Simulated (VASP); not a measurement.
Here is a VASP 6.6.1 calculation.

File INCAR:

```
ALGO = Normal
EDIFF = 1E-6
ENCUT = 520
GGA = PE
ISIF = 2
ISMEAR = 0
LASPH = True
LCHARG = False
LREAL = False
LWAVE = False
NBANDS = 36
NELM = 60
PREC = Accurate
SIGMA = 0.1
```

KPOINTS

```
k-points
0
Gamma
  6 6 6
```

File POSCAR:

```
Cd3TeSe2
1.0
   -2.4499444932      2.4499444932      8.0958230998
    2.4499444932     -2.4499444932      8.0958230998
    2.4499444932      2.4499444932     -8.0958230998
Cd Te Se
3 1 2
Direct
    0.6771416446      0.6771416446      0.0000000000
    0.3228583554      0.3228583554      0.0000000000
    0.0000000000      0.0000000000      0.0000000000
    0.5000000000      0.5000000000      0.0000000000
    0.7500000000      0.2500000000      0.5000000000
    0.2500000000      0.7500000000      0.5000000000
```

Potentials or basis: VASP PAW PBE potentials, release 64 (Cd, Te, Se).

Command:

```sh
$ cat potpaw_PBE.64/Cd/POTCAR potpaw_PBE.64/Te/POTCAR potpaw_PBE.64/Se/POTCAR > POTCAR
$ mpirun -np 1 vasp_std > vasp.out
```

Task: Predict the pressure.

Result: 0.3 GPa.

Task: What does it give for the band gap on the k mesh?

Result: Zero (bands 27 and 28 overlap by 1.14 eV).

Task: What does it give for the largest force?

Result: 0.036 eV/Å.

Forces on the atoms (eV/Å):
```
Cd   0.000  0.000 -0.036
Cd   0.000  0.000  0.036
Cd   0.000  0.000  0.000
Te   0.000  0.000  0.000
Se   0.000  0.000  0.000
Se   0.000  0.000  0.000
```

Caveat: spin-orbit coupling is left out, which moves the levels of the heavy elements.
